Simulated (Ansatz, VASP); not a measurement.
# Hf2Al3B in VASP and in Ansatz

```
Hf Al B
1.0
     4.37031    0.00000    0.00000
     0.00000    4.92764    0.00000
     0.00000    0.00000    6.32254
Hf Al B
2 3 1
Cartesian
  2.1852 2.4638 3.1613
  2.1852 0.0000 0.0000
  0.0000 2.4638 1.1743
  0.0000 2.4638 5.1482
  2.1852 0.0000 3.1613
  0.0000 2.4638 3.1613
```

Alike in both runs: functional PBE; k mesh 8 × 8 × 6; occupations gaussian, width 0.1 eV; no spin polarisation.

Ansatz relaxed the structure, and its values are those at the end. VASP's run is a single point on that final structure, the one shown.

|  | VASP | Ansatz |
| --- | --- | --- |
| version | VASP 6.6.1 | Ansatz 0.2.0 |
| potentials or method | VASP PAW PBE potentials, release 64 (Hf_pv, Al, B), cutoff 520 eV | scalar-relativistic, plane waves, PAW |
| valence electrons in the cell | 32 | 64 |

|  | VASP | Ansatz | Ansatz less VASP |
| --- | --- | --- | --- |
| gap on the k mesh at the Fermi level (eV) | none | none | - |
| pressure (GPa) | 0.1 | 0.0 | -0.10 |

A gap of «none» marks a metal or a gap that the smearing closes. With one functional, cell and mesh, what is left measures potentials, basis and numerics. VASP's potentials hold 32 valence electrons a cell and Ansatz's 64, so a difference there can come from the potentials and not from the codes.

Neither program's run includes spin-orbit coupling.
